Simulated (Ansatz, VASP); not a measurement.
**Two plane-wave programs on In**

INCAR

```
SYSTEM = In
ALGO = Fast ; EDIFF = 1E-6
ENCUT = 520 ; GGA = CA
ISIF = 2 ; ISMEAR = 0
LASPH = .True. ; LCHARG = .False.
LREAL = .False. ; LWAVE = .False.
NBANDS = 20 ; NELM = 60
PREC = Accurate ; SIGMA = 0.15
```

File KPOINTS:

```
k-points
0
Gamma
  18 18 10
  0 0 0
```

The input POSCAR:

```
In
1.0
    3.5211618537      0.0000000000      0.0000000000
   -1.7605809269      3.0494156162      0.0000000000
    0.0000000000      0.0000000000      4.9434482211
In
2
Direct
    0.3333333333      0.6666666667      0.2500000000
    0.6666666667      0.3333333333      0.7500000000
```

Input for Ansatz:

```yaml
crystal:
  lattice:
    - [3.5211618537, 0.0, 0.0]
    - [-1.7605809269, 3.0494156162, 0.0]
    - [0.0, 0.0, 4.9434482211]
  atoms:
    - { symbol: In, position: [0.3333333333, 0.6666666667, 0.25] }
    - { symbol: In, position: [0.6666666667, 0.3333333333, 0.75] }
basis:
  ecutwfc: 420
kpoints:
  mp_grid: { grid: [18, 18, 10] }
hamiltonian:
  xc: lda
scf:
  occupations: { method: gaussian, width: 0.15 }
output:
  forces: true
  stress: true
  eigenvalues: true
```

Alike in both runs: task single point; functional LDA; k mesh 18 × 18 × 10; occupations gaussian, width 0.15 eV; no spin polarisation.

|  | VASP | Ansatz |
| --- | --- | --- |
| version | VASP 6.6.1 | Ansatz 0.2.0 |
| potentials or method | VASP PAW LDA potentials, release 64 (In_d), cutoff 520 eV | scalar-relativistic, plane waves, PAW |
| valence electrons in the cell | 26 | 26 |

```tsv
	VASP	Ansatz	Ansatz less VASP
gap on the k mesh at the Fermi level (eV)	none	none	-
pressure (GPa)	-2.2	-2.2	-0.01
traceless stress, the component that is largest in VASP (GPa)	0.66	0.64	-0.023
```

LDA's correlation is that of Perdew and Zunger in VASP and of Perdew and Wang (1992) in Ansatz. A gap of «none» marks a metal or a gap that the smearing closes.
